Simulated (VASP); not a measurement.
# SnO2 (P4_2/mnm) in VASP: single point with PBE+D3(BJ)

Aim: the single point of SnO2 with PBE+D3(BJ).

Program: VASP 6.6.1. These are calculated values, not measurements. Logs are shortened: lines on timing, memory, paths and dates and some standing lists are left out, and cuts for length are marked.

## 1. The cell of the first run

The structure is tetragonal, space group P4_2/mnm (No. 136). Conventional cell: a = 4.827 Å, b = 4.827 Å, c = 3.238 Å, α = 90.00°, β = 90.00°, γ = 90.00°. Within 2.8 Å of Sn (site symmetry mmm) lie 6 O at 2.09 Å. Within 2.8 Å of O (site symmetry m2m) lie 3 Sn at 2.09 Å and 1 O at 2.64 Å.

## 2. Single point, PBE+D3(BJ)

INCAR

```
PREC = Accurate ; ENCUT = 520
EDIFF = 1E-6 ; ISMEAR = 0
SIGMA = 0.02 ; LREAL = F
LASPH = T ; NELM = 60
ALGO = Normal ; ISIF = 2
LWAVE = F ; LCHARG = F
GGA = PE ; IVDW = 12
NBANDS = 35
```

KPOINTS

```
Automatic mesh
0
Gamma
  6 6 8
```

POSCAR

```
SnO2
1.0
    4.8271903401      0.0000000000      0.0000000000
    0.0000000000      4.8271903401      0.0000000000
    0.0000000000      0.0000000000      3.2381522540
Sn O
2 4
Direct
    0.5000000000      0.5000000000      0.5000000000
    0.0000000000      0.0000000000      0.0000000000
    0.1934234765      0.8065765235      0.5000000000
    0.8065765235      0.1934234765      0.5000000000
    0.3065765235      0.3065765235      0.0000000000
    0.6934234765      0.6934234765      0.0000000000
```

Potentials or basis: VASP PAW PBE potentials, release 64 (Sn_d, O).

On the command line:

```console
$ cat potpaw_PBE.64/Sn_d/POTCAR potpaw_PBE.64/O/POTCAR > POTCAR
$ mpirun -np 1 vasp_std > vasp.out
```

OUTCAR:

```text
PREC = Accurate
   ENCUT = 520
   EDIFF = 1E-6
   ISMEAR = 0
   LREAL = F
   LASPH = T
   NELM = 60
   ISIF = 2
   GGA = PE
   IVDW = 12
 IVDW          = 12

 ion  position               nearest neighbor table
   1  0.500  0.500  0.500-   5 2.09   6 2.09   5 2.09   6 2.09   3 2.09   4 2.09
   2  0.000  0.000  0.000-   3 2.09   4 2.09   3 2.09   4 2.09   5 2.09   6 2.09
   3  0.193  0.807  0.500-   2 2.09   2 2.09   1 2.09
   4  0.807  0.193  0.500-   2 2.09   2 2.09   1 2.09
   5  0.307  0.307  0.000-   1 2.09   1 2.09   2 2.09
   6  0.693  0.693  0.000-   1 2.09   1 2.09   2 2.09

  LATTYP: Found a simple tetragonal cell.
 ALAT       =     4.8271903401
 C/A-ratio  =     0.6708151173

  Lattice vectors:

 A1 = (   4.8271903401,   0.0000000000,   0.0000000000)
 A2 = (   0.0000000000,   4.8271903401,   0.0000000000)
 A3 = (   0.0000000000,   0.0000000000,   3.2381522540)

Analysis of symmetry for initial positions (statically):
=====================================================================
 Subroutine PRICEL returns:
 Original cell was already a primitive cell.

 Routine SETGRP: Setting up the symmetry group for a
 simple tetragonal supercell.

 Subroutine GETGRP returns: Found 16 space group operations
 (whereof  8 operations were pure point group operations)
 out of a pool of 16 trial point group operations.

The static configuration has the point symmetry D_2h.
 The point group associated with its full space group is D_4h.

Analysis of symmetry for dynamics (positions and initial velocities):
=====================================================================
 Subroutine PRICEL returns:
 Original cell was already a primitive cell.

 Routine SETGRP: Setting up the symmetry group for a
 simple tetragonal supercell.

 Subroutine GETGRP returns: Found 16 space group operations
 (whereof  8 operations were pure point group operations)
 out of a pool of 16 trial point group operations.

The dynamic configuration has the point symmetry D_2h.
 The point group associated with its full space group is D_4h.

 Subroutine INISYM returns: Found 16 space group operations
 (whereof  8 operations are pure point group operations),
 and found     1 'primitive' translations

----------------------------------------------------------------------------------------

                                     Primitive cell

  volume of cell :      75.4547

  direct lattice vectors                    reciprocal lattice vectors
     4.827190340  0.000000000  0.000000000     0.207159844  0.000000000  0.000000000
     0.000000000  4.827190340  0.000000000     0.000000000  0.207159844  0.000000000
     0.000000000  0.000000000  3.238152254     0.000000000  0.000000000  0.308818092

  length of vectors
     4.827190340  4.827190340  3.238152254     0.207159844  0.207159844  0.308818092

  position of ions in fractional coordinates (direct lattice)
     0.500000000  0.500000000  0.500000000
     0.000000000  0.000000000  0.000000000
     0.193423477  0.806576523  0.500000000
     0.806576523  0.193423477  0.500000000
     0.306576523  0.306576523  0.000000000
     0.693423477  0.693423477  0.000000000

  ion indices of the primitive-cell ions
   primitive index   ion index
                 1           1
                 2           2
                 3           3
                 4           4
                 5           5
                 6           6

----------------------------------------------------------------------------------------

 KPOINTS: Automatic mesh

Automatic generation of k-mesh.
 Grid dimensions read from file:
 generate k-points for:    6    6    8

 Generating k-lattice:

  Cartesian coordinates                     Fractional coordinates (reciprocal lattice)
     0.034526641  0.000000000  0.000000000     0.166666667  0.000000000  0.000000000
     0.000000000  0.034526641  0.000000000     0.000000000  0.166666667  0.000000000
     0.000000000  0.000000000  0.038602261     0.000000000  0.000000000  0.125000000

  Length of vectors
     0.034526641  0.034526641  0.038602261

  Shift w.r.t. Gamma in fractional coordinates (k-lattice)
     0.000000000  0.000000000  0.000000000

 Subroutine IBZKPT returns following result:
 ===========================================

 Found     50 irreducible k-points:

 Following reciprocal coordinates:
            Coordinates               Weight
  0.000000  0.000000  0.000000      1.000000
  0.166667  0.000000  0.000000      4.000000
  0.333333  0.000000  0.000000      4.000000
  0.500000  0.000000  0.000000      2.000000
  0.166667  0.166667  0.000000      4.000000
  0.333333  0.166667  0.000000      8.000000
[... 16 lines left out ...]
  0.333333  0.000000  0.250000      8.000000
  0.500000  0.000000  0.250000      4.000000
 [... further k-points ...]
   k-points           NKPTS =     50   k-points in BZ     NKDIM =     50   number of bands    NBANDS=     35
   number of dos      NEDOS =    301   number of ions     NIONS =      6
   total plane-waves  NPLWV =  31104
   dimension x,y,z NGX =    36 NGY =   36 NGZ =   24
   dimension x,y,z NGXF=    72 NGYF=   72 NGZF=   48
   ions per type =               2   4
   NGX,Y,Z   is equivalent  to a cutoff of  12.40, 12.40, 12.32 a.u.
   NGXF,Y,Z  is equivalent  to a cutoff of  24.80, 24.80, 24.64 a.u.
 SYSTEM =  unknown system
   PREC   = accura    normal or accurate (medium, high low for compatibility)
   ISTART =      0    job   : 0-new  1-cont  2-samecut
   ICHARG =      2    charge: 1-file 2-atom 10-const
   ISPIN  =      1    spin polarized calculation?
   LNONCOLLINEAR =      F non collinear calculations
   LSORBIT =      F    spin-orbit coupling
   LASPH  =      T    aspherical Exc in radial PAW
   ENCUT  =  520.0 eV  38.22 Ry    6.18 a.u.   8.98  8.98  6.02*2*pi/ulx,y,z
   NELM   =     60;   NELMIN=  2; NELMDL= -5     # of ELM steps
   EDIFF  = 0.1E-05   stopping-criterion for ELM
   LREAL  =      F    real-space projection
   EDIFFG = 0.1E-04   stopping-criterion for IOM
   NSW    =      0    number of steps for IOM
   IBRION =     -1    ionic relax: 0-MD 1-quasi-New 2-CG
   NFREE  =      0    steps in history (QN), initial steepest desc. (CG)
   ISIF   =      2    stress and relaxation
   ISYM   =      2    0-nonsym 1-usesym 2-fastsym
   POTIM  = 0.5000    time-step for ionic-motion
   TEBEG  =    0.0;   TEEND  =   0.0 temperature during run
   PSTRESS=    0.0 pullay stress
   NELECT =      52.0000    total number of electrons
   NUPDOWN=      -1.0000    fix difference up-down
   EMIN   =  10.00;   EMAX   =-10.00  energy-range for DOS
   EFERMI =   0.00;   METHOD = LEGACY
   ISMEAR =     0;   SIGMA  =   0.02  broadening in eV -4-tet -1-fermi 0-gaus
   EFERMI_NEDOS =   21; number of points for ismear=-14 and -15
   IALGO  =     38    algorithm
   IMIX   =      4    mixing-type and parameters
     AMIX     =   0.40;   BMIX     =  1.00
     AMIX_MAG =   1.60;   BMIX_MAG =  1.00
  volume/ion in A,a.u.               =      12.58        84.87
  Fermi-wavevector in a.u.,A,eV,Ry     =   1.446041  2.732621 28.450248  2.091034
  Thomas-Fermi vector in A             =   2.564154
   LORBIT       =      0    0 simple, 1 ext, 2 COOP (PROOUT), +10 PAW based schemes
   GGA     = PE    functional components
   LHFCALC =     F    Hartree Fock is set to
   AEXX    =    0.0000 exact exchange contribution
   IVDW    =    12    specifies the selected vdW correction
   LEPSILON=     F    determine dielectric tensor
   LRPA    =     F    only Hartree local field effects (RPA)
 non-spin polarized calculation
 Gauss-broadening in eV      SIGMA  =   0.02
  energy-cutoff  :      520.00
  volume of cell :       75.45
 maximum number of plane-waves:      2068
 NGX is ok and might be reduce to    36
   NGX = 17   NGY = 17   NGZ = 13

 number of electron      52.0000002 magnetization

 Free energy of the ion-electron system (eV)
  ---------------------------------------------------
  ext. energy  EPLUGINS =         0.00000000
  ---------------------------------------------------
  free energy    TOTEN  =       -37.31095963 eV

  energy without entropy =      -37.31095963  energy(sigma->0) =      -37.31095963

 E-fermi :   5.6707     XC(G=0): -10.9765

 val. band max:        5.5324158673   @ k =   0.0000   0.0000   0.0000
 cond. band min:       6.2021624411   @ k =   0.0000   0.0000   0.0000
 fundamental gap:      0.6697465738
 Fermi energy:         5.6707459867

 k-point     1 :       0.0000    0.0000    0.0000
  band No.  band energies     occupation
      1     -15.5032      2.00000
      2     -14.8386      2.00000
      3     -14.6454      2.00000
      4     -14.6182      2.00000
      5     -14.6182      2.00000
      6     -14.5525      2.00000
[... 27 lines left out ...]
     34      17.0162      0.00000
     35      17.7909      0.00000

 k-point     2 :       0.1667    0.0000    0.0000
  band No.  band energies     occupation
      1     -15.4658      2.00000
      2     -14.8805      2.00000
      3     -14.6446      2.00000
      4     -14.6167      2.00000
      5     -14.6166      2.00000
      6     -14.5810      2.00000
[... 27 lines left out ...]
     34      17.1173      0.00000
     35      17.7902      0.00000

 k-point     3 :       0.3333    0.0000    0.0000
  band No.  band energies     occupation
      1     -15.3578      2.00000
      2     -15.0138      2.00000
      3     -14.6419      2.00000
      4     -14.6189      2.00000
      5     -14.6137      2.00000
      6     -14.6135      2.00000
[... 27 lines left out ...]
     34      17.4782      0.00000
     35      17.7713      0.00000

 k-point     4 :       0.5000    0.0000    0.0000
  band No.  band energies     occupation
      1     -15.1948      2.00000
      2     -15.1948      2.00000
      3     -14.6356      2.00000
      4     -14.6356      2.00000
      5     -14.6120      2.00000
      6     -14.6120      2.00000
[... 27 lines left out ...]
     34      17.6089      0.00000
     35      17.7285      0.00000

 k-point     5 :       0.1667    0.1667    0.0000
  band No.  band energies     occupation
      1     -15.4362      2.00000
      2     -14.9266      2.00000
      3     -14.6432      2.00000
      4     -14.6186      2.00000
      5     -14.6134      2.00000
      6     -14.5970      2.00000
[... 638 lines left out ...]
 k-point    22 :       0.1667    0.0000    0.2500
  band No.  band energies     occupation
      1     -15.2717      2.00000
      2     -15.0443      2.00000
      3     -14.9525      2.00000
      4     -14.6540      2.00000
      5     -14.5557      2.00000
      6     -14.5489      2.00000
[... 27 lines left out ...]
     34      17.1710      0.00000
     35      17.6255      0.00000

 k-point    23 :       0.3333    0.0000    0.2500
  band No.  band energies     occupation
      1     -15.2625      2.00000
      2     -15.1405      2.00000
      3     -14.8595      2.00000
      4     -14.6775      2.00000
      5     -14.5525      2.00000
      6     -14.5457      2.00000
[... 27 lines left out ...]
     34      17.4125      0.00000
     35      17.7620      0.00000

 k-point    24 :       0.5000    0.0000    0.2500
  band No.  band energies     occupation
      1     -15.2197      2.00000
      2     -15.2197      2.00000
      3     -14.7549      2.00000
      4     -14.7549      2.00000
      5     -14.5482      2.00000
      6     -14.5482      2.00000
[... 27 lines left out ...]
     34      17.5194      0.00000
     35      17.8020      0.00000

 [... further k-points ...]

------------------------ aborting loop because EDIFF is reached ----------------------------------------

 Edisp (eV)   -1.26743

 E8    (eV) :    -0.5095

  FORCE on cell =-STRESS in cart. coord.  units (eV):
  Direction    XX          YY          ZZ          XY          YZ          ZX
  --------------------------------------------------------------------------------------
  -------------------------------------------------------------------------------------
  Total      -1.07997    -1.07997    -0.90845     0.00000     0.00000     0.00000
  in kB     -22.93165   -22.93165   -19.28971     0.00000     0.00000     0.00000
  external pressure =      -21.72 kB  Pullay stress =        0.00 kB

 VOLUME and BASIS-vectors are now :
 -----------------------------------------------------------------------------
  energy-cutoff  :      520.00
  volume of cell :       75.45
      direct lattice vectors                 reciprocal lattice vectors
     4.827190340  0.000000000  0.000000000     0.207159844  0.000000000  0.000000000
     0.000000000  4.827190340  0.000000000     0.000000000  0.207159844  0.000000000
     0.000000000  0.000000000  3.238152254     0.000000000  0.000000000  0.308818092

 POSITION                                       TOTAL-FORCE (eV/Angst)
 -----------------------------------------------------------------------------------
      2.41360      2.41360      1.61908         0.000000      0.000000      0.000000
      0.00000      0.00000      0.00000         0.000000      0.000000      0.000000
      0.93369      3.89350      1.61908         0.015404     -0.015404      0.000000
      3.89350      0.93369      1.61908        -0.015404      0.015404      0.000000
      1.47990      1.47990      0.00000        -0.015404     -0.015404      0.000000
      3.34729      3.34729      0.00000         0.015404      0.015404      0.000000
 -----------------------------------------------------------------------------------
    total drift:                                0.000000      0.000000      0.000000

  FREE ENERGIE OF THE ION-ELECTRON SYSTEM (eV)
  ---------------------------------------------------
  free  energy   TOTEN  =       -38.5783878362 eV

  energy  without entropy=      -38.5783878362  energy(sigma->0) =      -38.57838784
```

Run time: 3.8 min. Hardware: 1 thread of AMD EPYC 7R13, shared host; peak memory 0.22 GiB.

What came out:

* Free energy: -38.5784 eV
* Pressure: -2.2 GPa
* Largest force: 0.022 eV/Å
* Band gap on the k mesh: 0.67 eV, direct
* Dispersion energy per atom: -0.211 eV

Forces in eV/Å, atoms in the order of the input:
```
Sn   0.000  0.000  0.000
Sn   0.000  0.000  0.000
O    0.015 -0.015  0.000
O   -0.015  0.015  0.000
O   -0.015 -0.015  0.000
O    0.015  0.015  0.000
```

Stress tensor (GPa, compression positive):
```
-2.29  0.00  0.00
 0.00 -2.29  0.00
 0.00  0.00 -1.93
```

Caveat: spin-orbit coupling is left out, which moves the levels of the heavy elements.
